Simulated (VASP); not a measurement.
# MgB2 (P6/mmm) in VASP: further runs

Runs on MgB2. Level: LDA. Tasks: single point, relaxation of cell and atoms.

All numbers are computed with VASP 6.6.1; they aren't measurements. Logs are shortened: lines on timing, memory, paths and dates and some standing lists are left out, and cuts for length are marked.

### 1 The cell of the first run

The structure is hexagonal, space group P6/mmm (No. 191). Conventional cell: a = 3.034 Å, b = 3.034 Å, c = 3.460 Å, α = 90.00°, β = 90.00°, γ = 120.00°. Within 3.3 Å of Mg (site symmetry 6/mmm) lie 12 B at 2.46 Å and 6 Mg at 3.03 Å. Within 2.3 Å of B (site symmetry -6m2) lie 3 B at 1.75 Å.

### 2 Single point, LDA

The input, INCAR:

```
ALGO = Normal ; EDIFF = 1E-6
ENCUT = 520 ; GGA = CA
ISIF = 2 ; ISMEAR = 0
LASPH = True ; LCHARG = True
LELF = True ; LREAL = False
LVHAR = True ; LWAVE = False
NBANDS = 11 ; NELM = 80
PREC = Accurate ; SIGMA = 0.1
```

The input, KPOINTS:

```
k-points
0
Gamma
  15 15 12
```

The input, POSCAR:

```
MgB2
1.0
    3.0343821848      0.0000000000      0.0000000000
   -1.5171910924      2.6278520569      0.0000000000
    0.0000000000      0.0000000000      3.4598141307
Mg B
1 2
Direct
    0.0000000000      0.0000000000      0.0000000000
    0.3333333333      0.6666666667      0.5000000000
    0.6666666667      0.3333333333      0.5000000000
```

Potentials or basis: VASP PAW LDA potentials, release 64 (Mg, B).

On the command line:

```console
$ cat potpaw_LDA.64/Mg/POTCAR potpaw_LDA.64/B/POTCAR > POTCAR
$ mpirun -np 1 vasp_std > vasp.out
```

OUTCAR:

```text
EDIFF = 1E-6
   ENCUT = 520
   GGA = CA
   ISIF = 2
   ISMEAR = 0
   LASPH = True
   LREAL = False
   NELM = 80
   PREC = Accurate

 ion  position               nearest neighbor table
   1  0.000  0.000  0.000-   2 2.46   3 2.46   2 2.46   3 2.46   3 2.46   3 2.46   2 2.46   2 2.46
                             3 2.46   3 2.46   2 2.46   2 2.46
   2  0.333  0.667  0.500-   3 1.75   3 1.75   3 1.75   1 2.46   1 2.46   1 2.46   1 2.46   1 2.46
                             1 2.46
   3  0.667  0.333  0.500-   2 1.75   2 1.75   2 1.75   1 2.46   1 2.46   1 2.46   1 2.46   1 2.46
                             1 2.46

  LATTYP: Found a hexagonal cell.
 ALAT       =     3.0343821848
 C/A-ratio  =     1.1402038109

  Lattice vectors:

 A1 = (   3.0343821848,   0.0000000000,   0.0000000000)
 A2 = (  -1.5171910924,   2.6278520569,   0.0000000000)
 A3 = (   0.0000000000,   0.0000000000,   3.4598141307)

Analysis of symmetry for initial positions (statically):
=====================================================================
 Subroutine PRICEL returns:
 Original cell was already a primitive cell.

 Routine SETGRP: Setting up the symmetry group for a
 hexagonal supercell.

 Subroutine GETGRP returns: Found 24 space group operations
 (whereof 24 operations were pure point group operations)
 out of a pool of 24 trial point group operations.

The static configuration has the point symmetry D_6h.

Analysis of symmetry for dynamics (positions and initial velocities):
=====================================================================
 Subroutine PRICEL returns:
 Original cell was already a primitive cell.

 Routine SETGRP: Setting up the symmetry group for a
 hexagonal supercell.

 Subroutine GETGRP returns: Found 24 space group operations
 (whereof 24 operations were pure point group operations)
 out of a pool of 24 trial point group operations.

The dynamic configuration has the point symmetry D_6h.

 Subroutine INISYM returns: Found 24 space group operations
 (whereof 24 operations are pure point group operations),
 and found     1 'primitive' translations

----------------------------------------------------------------------------------------

                                     Primitive cell

  volume of cell :      27.5882

  direct lattice vectors                    reciprocal lattice vectors
     3.034382185  0.000000000  0.000000000     0.329556377  0.190269463  0.000000000
    -1.517191092  2.627852057  0.000000000     0.000000000  0.380538926  0.000000000
     0.000000000  0.000000000  3.459814131     0.000000000  0.000000000  0.289032868

  length of vectors
     3.034382185  3.034382185  3.459814131     0.380538926  0.380538926  0.289032868

  position of ions in fractional coordinates (direct lattice)
     0.000000000  0.000000000  0.000000000
     0.333333333  0.666666667  0.500000000
     0.666666667  0.333333333  0.500000000

  ion indices of the primitive-cell ions
   primitive index   ion index
                 1           1
                 2           2
                 3           3

----------------------------------------------------------------------------------------

 KPOINTS: k-points

Automatic generation of k-mesh.
 Grid dimensions read from file:
 generate k-points for:   15   15   12

 Generating k-lattice:

  Cartesian coordinates                     Fractional coordinates (reciprocal lattice)
     0.021970425  0.012684631  0.000000000     0.066666667  0.000000000  0.000000000
     0.000000000  0.025369262  0.000000000     0.000000000  0.066666667  0.000000000
     0.000000000  0.000000000  0.024086072     0.000000000  0.000000000  0.083333333

  Length of vectors
     0.025369262  0.025369262  0.024086072

  Shift w.r.t. Gamma in fractional coordinates (k-lattice)
     0.000000000  0.000000000  0.000000000

 Subroutine IBZKPT returns following result:
 ===========================================

 Found    189 irreducible k-points:

 Following reciprocal coordinates:
            Coordinates               Weight
  0.000000  0.000000  0.000000      1.000000
  0.066667 -0.000000  0.000000      6.000000
  0.133333 -0.000000  0.000000      6.000000
  0.200000 -0.000000  0.000000      6.000000
  0.266667 -0.000000  0.000000      6.000000
  0.333333 -0.000000  0.000000      6.000000
[... 16 lines left out ...]
  0.333333  0.200000  0.000000     12.000000
  0.400000  0.200000  0.000000      6.000000
 [... further k-points ...]
   k-points           NKPTS =    189   k-points in BZ     NKDIM =    189   number of bands    NBANDS=     11
   number of dos      NEDOS =    301   number of ions     NIONS =      3
   total plane-waves  NPLWV =  16128
   dimension x,y,z NGX =    24 NGY =   24 NGZ =   28
   dimension x,y,z NGXF=    48 NGYF=   48 NGZF=   56
   ions per type =               1   2
   NGX,Y,Z   is equivalent  to a cutoff of  13.15, 13.15, 13.45 a.u.
   NGXF,Y,Z  is equivalent  to a cutoff of  26.30, 26.30, 26.91 a.u.
 SYSTEM =  unknown system
   PREC   = accura    normal or accurate (medium, high low for compatibility)
   ISTART =      0    job   : 0-new  1-cont  2-samecut
   ICHARG =      2    charge: 1-file 2-atom 10-const
   ISPIN  =      1    spin polarized calculation?
   LNONCOLLINEAR =      F non collinear calculations
   LSORBIT =      F    spin-orbit coupling
   LASPH  =      T    aspherical Exc in radial PAW
   ENCUT  =  520.0 eV  38.22 Ry    6.18 a.u.   5.64  5.64  6.43*2*pi/ulx,y,z
   NELM   =     80;   NELMIN=  2; NELMDL= -5     # of ELM steps
   EDIFF  = 0.1E-05   stopping-criterion for ELM
   LREAL  =      F    real-space projection
   EDIFFG = 0.1E-04   stopping-criterion for IOM
   NSW    =      0    number of steps for IOM
   IBRION =     -1    ionic relax: 0-MD 1-quasi-New 2-CG
   NFREE  =      0    steps in history (QN), initial steepest desc. (CG)
   ISIF   =      2    stress and relaxation
   ISYM   =      2    0-nonsym 1-usesym 2-fastsym
   POTIM  = 0.5000    time-step for ionic-motion
   TEBEG  =    0.0;   TEEND  =   0.0 temperature during run
   PSTRESS=    0.0 pullay stress
   NELECT =       8.0000    total number of electrons
   NUPDOWN=      -1.0000    fix difference up-down
   EMIN   =  10.00;   EMAX   =-10.00  energy-range for DOS
   EFERMI =   0.00;   METHOD = LEGACY
   ISMEAR =     0;   SIGMA  =   0.10  broadening in eV -4-tet -1-fermi 0-gaus
   EFERMI_NEDOS =   21; number of points for ismear=-14 and -15
   IALGO  =     38    algorithm
   IMIX   =      4    mixing-type and parameters
     AMIX     =   0.40;   BMIX     =  1.00
     AMIX_MAG =   1.60;   BMIX_MAG =  1.00
  volume/ion in A,a.u.               =       9.20        62.06
  Fermi-wavevector in a.u.,A,eV,Ry     =   1.083586  2.047681 15.975407  1.174159
  Thomas-Fermi vector in A             =   2.219656
   LORBIT       =      0    0 simple, 1 ext, 2 COOP (PROOUT), +10 PAW based schemes
   GGA     = CA    functional components
   LHFCALC =     F    Hartree Fock is set to
   AEXX    =    0.0000 exact exchange contribution
   IVDW    =     0    specifies the selected vdW correction
   LEPSILON=     F    determine dielectric tensor
   LRPA    =     F    only Hartree local field effects (RPA)
 non-spin polarized calculation
 Gauss-broadening in eV      SIGMA  =   0.10
  energy-cutoff  :      520.00
  volume of cell :       27.59
 maximum number of plane-waves:       763
 NGX is ok and might be reduce to    24
   NGX = 11   NGY = 11   NGZ = 13

 number of electron       8.0000000 magnetization

 Free energy of the ion-electron system (eV)
  ---------------------------------------------------
  ext. energy  EPLUGINS =         0.00000000
  ---------------------------------------------------
  free energy    TOTEN  =       -17.28854445 eV

  energy without entropy =      -17.28431898  energy(sigma->0) =      -17.28643172

 E-fermi :   5.5760     XC(G=0): -11.2991

 val. band max:        5.5719339785   @ k =   0.1333  -0.0000   0.3333
 cond. band min:       5.5941853909   @ k =   0.0667  -0.0000   0.0833
 fundamental gap:      0.0222514125
 Fermi energy:         5.5760130798

 k-point     1 :       0.0000    0.0000    0.0000
  band No.  band energies     occupation
      1      -7.0080      2.00000
      2       2.5725      2.00000
      3       5.9667      0.00000
      4       5.9667      0.00000
      5       7.3875      0.00000
      6      12.0619      0.00000
      7      12.0619      0.00000
      8      14.3417      0.00000
      9      15.8443      0.00000
     10      18.6593      0.00000
     11      22.0604      0.00000

 k-point     2 :       0.0667   -0.0000    0.0000
  band No.  band energies     occupation
      1      -6.9288      2.00000
      2       2.6497      2.00000
      3       5.5670      1.10096
      4       5.7721      0.00554
      5       7.4531      0.00000
      6      12.0379      0.00000
      7      12.4174      0.00000
      8      14.4757      0.00000
      9      15.5594      0.00000
     10      19.0487      0.00000
     11      21.7284      0.00000

 k-point     3 :       0.1333   -0.0000    0.0000
  band No.  band energies     occupation
      1      -6.6919      2.00000
      2       2.8801      2.00000
      3       4.5541      2.00000
      4       5.3027      1.99989
      5       7.6615      0.00000
      6      11.8533      0.00000
      7      13.3653      0.00000
      8      14.7658      0.00000
      9      14.8526      0.00000
     10      20.0834      0.00000
     11      21.0276      0.00000

 k-point     4 :       0.2000   -0.0000    0.0000
  band No.  band energies     occupation
      1      -6.2990      2.00000
      2       3.2438      2.00000
      3       3.2602      2.00000
      4       4.7477      2.00000
      5       8.0066      0.00000
      6      11.5199      0.00000
      7      13.6154      0.00000
      8      14.7008      0.00000
      9      15.1806      0.00000
     10      20.5014      0.00000
     11      20.5252      0.00000

 k-point     5 :       0.2667   -0.0000    0.0000
  band No.  band energies     occupation
      1      -5.7534      2.00000
      2       1.8416      2.00000
      3       3.7811      2.00000
      4       4.2293      2.00000
      5       8.4601      0.00000
      6      11.1779      0.00000
      7      12.2886      0.00000
      8      15.0809      0.00000
      9      16.2643      0.00000
     10      19.6736      0.00000
     11      20.5298      0.00000
[... 211 lines left out ...]
 k-point    21 :       0.2000    0.2000    0.0000
  band No.  band energies     occupation
      1      -4.9078      2.00000
      2       1.1153      2.00000
      3       2.1005      2.00000
      4       4.5840      2.00000
      5       9.4381      0.00000
      6      10.9053      0.00000
      7      13.1927      0.00000
      8      13.4202      0.00000
      9      16.8037      0.00000
     10      17.0244      0.00000
     11      18.8981      0.00000

 k-point    22 :       0.2667    0.2000    0.0000
  band No.  band energies     occupation
      1      -4.1532      2.00000
      2       0.0871      2.00000
      3       1.4680      2.00000
      4       5.2712      1.99998
      5       9.8502      0.00000
      6      10.1288      0.00000
      7      12.7118      0.00000
      8      14.0029      0.00000
      9      16.0095      0.00000
     10      17.4430      0.00000
     11      18.4329      0.00000

 k-point    23 :       0.3333    0.2000    0.0000
  band No.  band energies     occupation
      1      -3.2751      2.00000
      2      -1.0566      2.00000
      3       1.1671      2.00000
      4       5.9862      0.00000
      5       8.8905      0.00000
      6      10.8531      0.00000
      7      12.1835      0.00000
      8      14.0989      0.00000
      9      15.5456      0.00000
     10      17.8814      0.00000
     11      18.7986      0.00000

 k-point    24 :       0.4000    0.2000    0.0000
  band No.  band energies     occupation
      1      -2.5068      2.00000
      2      -1.9247      2.00000
      3       1.0748      2.00000
      4       6.3873      0.00000
      5       8.4034      0.00000
      6      11.4595      0.00000
      7      11.6656      0.00000
      8      14.0503      0.00000
      9      15.3938      0.00000
     10      17.8695      0.00000
     11      19.8365      0.00000

 [... further k-points ...]

------------------------ aborting loop because EDIFF is reached ----------------------------------------

  FORCE on cell =-STRESS in cart. coord.  units (eV):
  Direction    XX          YY          ZZ          XY          YZ          ZX
  --------------------------------------------------------------------------------------
  -------------------------------------------------------------------------------------
  Total       -0.0970179     -0.0970179     -0.1175599      0.0000000     -0.0000000     -0.0000000
  in kB       -5.6342815     -5.6342815     -6.8272496      0.0000000     -0.0000000     -0.0000000
  external PRESSURE =      -6.0319376 kB  Pullay stress =       0.0000000 kB

 VOLUME and BASIS-vectors are now :
 -----------------------------------------------------------------------------
  energy-cutoff  :      520.00
  volume of cell :       27.59
      direct lattice vectors                 reciprocal lattice vectors
     3.034382185  0.000000000  0.000000000     0.329556377  0.190269463  0.000000000
    -1.517191092  2.627852057  0.000000000     0.000000000  0.380538926  0.000000000
     0.000000000  0.000000000  3.459814131     0.000000000  0.000000000  0.289032868

 POSITION                                       TOTAL-FORCE (eV/Angst)
 -----------------------------------------------------------------------------------
      0.00000      0.00000      0.00000         0.000000      0.000000      0.000000
     -0.00000      1.75190      1.72991        -0.000000     -0.000000      0.000000
      1.51719      0.87595      1.72991         0.000000      0.000000     -0.000000
 -----------------------------------------------------------------------------------
    total drift:                                0.000000     -0.000000      0.000000

  FREE ENERGIE OF THE ION-ELECTRON SYSTEM (eV)
  ---------------------------------------------------
  free  energy   TOTEN  =       -17.2885444531 eV

  energy  without entropy=      -17.2843189781  energy(sigma->0) =      -17.28643172
```

It took 16 s on 1 thread of Intel Xeon 6975P-C (Granite Rapids), shared host; peak memory 0.17 GiB.

Results:

```yaml
Free_energy: -17.2885 eV
Pressure: -0.6 GPa
Band_gap_on_the_k_mesh: zero (band 4 reaches 7.43 eV, above the bottom of band 5 at 3.49 eV)
```

Stress tensor (GPa, compression positive):
```
-0.56  0.00  0.00
 0.00 -0.56  0.00
 0.00  0.00 -0.68
```

### 3 Relaxation of cell and atoms, LDA

This run uses another cell than the first one, of 9.63 Å³/atom, 1.047 times its volume.

The input, INCAR:

```
ALGO = Normal
EDIFF = 1E-6
EDIFFG = -0.005
ENCUT = 600
IBRION = 2
ISIF = 3
ISMEAR = 0
LASPH = True
LCHARG = False
LREAL = False
LWAVE = False
NELM = 80
NSW = 70
PREC = Accurate
SIGMA = 0.1
```

KPOINTS is that of step 2.

The input, POSCAR:

```
MgB2
1.0
    3.0728984929      0.0000000000      0.0000000000
   -1.5364492465      2.6612081581      0.0000000000
    0.0000000000      0.0000000000      3.5320018760
Mg B
1 2
Direct
    0.0000000000      0.0000000000      0.0000000000
    0.3333333333      0.6666666667      0.5000000000
    0.6666666667      0.3333333333      0.5000000000
```

Potentials or basis: VASP PAW LDA potentials, release 64 (Mg, B).

On the command line:

```console
$ cat potpaw_LDA.64/Mg/POTCAR potpaw_LDA.64/B/POTCAR > POTCAR
$ mpirun -np 1 vasp_std > vasp.out
```

Wall time 4.3 min (1 thread of AMD EPYC 7R13 (Zen 3), shared host); peak memory 0.17 GiB.

It converged, with:

| Property | Result |
| --- | --- |
| Free energy | -17.2910 eV |
| Relaxed volume | 9.16 Å³/atom |
| Relaxed cell | a = 3.031 Å, b = 3.031 Å, c = 3.452 Å, α = 90.00°, β = 90.00°, γ = 120.00° |
| Space group after relaxing (to 0.05 Å) | P6/mmm (No. 191) |
| Energy gained by relaxing | 10.9 meV/atom |
| Ionic steps | 5 |
| Pressure after relaxing | 0.0 GPa |
| Band gap on the k mesh | zero (band 4 reaches 7.47 eV, above the bottom of band 5 at 3.51 eV) |

The path:
```
step  energy change (eV)  largest force (eV/Å)  pressure (GPa)  volume (Å³)
   1              0.0000                0.0000           -7.23        28.88
   2             -0.0268                0.0000            2.84        27.10
   3             -0.0309                0.0000           -0.04        27.56
   4             -0.0324                0.0000            0.01        27.50
   5             -0.0326                0.0000            0.03        27.47
```

Final structure:
```
Mg B
1.0
     3.03147    0.00000    0.00000
    -1.51573    2.62533    0.00000
     0.00000    0.00000    3.45216
Mg B
1 2
Direct
  0.00000 0.00000 0.00000
  0.33333 0.66667 0.50000
  0.66667 0.33333 0.50000
```

Levels at points of the mesh, in eV from the Fermi level:
| k point | band 2 | band 3 | band 4 | band 5 | band 6 | band 7 |
| --- | --- | --- | --- | --- | --- | --- |
| (0.00, 0.00, 0.00) | -3.00 | 0.39 | 0.39 | 1.84 | 6.49 | 6.49 |
| (0.00, 0.00, 0.50) | -7.67 | 0.79 | 0.79 | 6.81 | 6.81 | 8.21 |

LDA usually gives volumes a few per cent too small. Zero-point motion and thermal expansion aren't in these numbers.
